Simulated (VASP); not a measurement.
Write the native input for VASP 6.6.1 that does the following.

* Task: single point
* Functional: PBE
* Potentials or basis: VASP PAW PBE potentials, release 64 (Zn, Pt, C, N)
* Cutoff: 520 eV
* k mesh: 3 × 3 × 3
* Occupations: methfessel-paxton, width 0.15 eV
* Spin: no spin polarisation
* Dipole correction: no
* Further INCAR settings: ALGO = Normal; EDIFF = 1e-06; NBANDS = 51

The structure of ZnPtC6N6 lies in POSCAR:

```
ZnPtC6N6
1.0
   -0.0069816600      5.3479473400      5.3347736600
    5.3267702100     -0.0075500100      5.3353420100
    5.3238784000      5.3456238800     -0.0046582000
Zn Pt C N
1 1 6 6
Direct
    0.4989621734      0.5173235369      0.4871536846
    0.9953252697      0.0108324741      0.9887909766
    0.1911425012      0.1830744868      0.8091067162
    0.7925091022      0.8351497758      0.1821234464
    0.7986619683      0.2011084466      0.1709190999
    0.1822676206      0.8074995932      0.8164105989
    0.1945313091      0.8197437287      0.1572832087
    0.8037212534      0.1988459347      0.8013914644
    0.2924791070      0.2971904184      0.7381306685
    0.6798013735      0.7390024166      0.3203168736
    0.6856876206      0.2928923875      0.2933143239
    0.3056374795      0.7057599286      0.7009942026
    0.3109880000      0.6965204504      0.2604892002
    0.6695235118      0.3019425089      0.7030500591
```

These files were run (other wordings do the same):

INCAR

```
  ALGO = Normal
  EDIFF = 1E-6
  ENCUT = 520
  GGA = PE
  ISIF = 2
  ISMEAR = 1
  LASPH = T
  LCHARG = T
  LELF = T
  LREAL = F
  LVHAR = T
  LWAVE = F
  NBANDS = 51
  NELM = 60
  PREC = Accurate
  SIGMA = 0.15
```

KPOINTS

```
k-points
0
Gamma
  3 3 3
```

Potentials or basis: VASP PAW PBE potentials, release 64 (Zn, Pt, C, N).

The run is started by

```sh
$ cat potpaw_PBE.64/Zn/POTCAR potpaw_PBE.64/Pt/POTCAR potpaw_PBE.64/C/POTCAR potpaw_PBE.64/N/POTCAR > POTCAR
$ mpirun -np 1 vasp_std > vasp.out
```

It gave:

* Pressure: -1.2 GPa
* Largest force: 8.342 eV/Å
* Band gap on the k mesh: 5.14 eV (least direct gap 5.16 eV)

Caveat: spin-orbit coupling is left out, which moves the levels of the heavy elements; an odd mesh through Γ misses points on the zone boundary, where band edges can lie; forces of over 1 eV/Å act on the atoms, so gaps and moduli don't describe the material at rest.

Run time: 12 min on 1 thread of AMD EPYC 9755 128-Core Processor, on a shared host, peak memory 0.53 GiB.
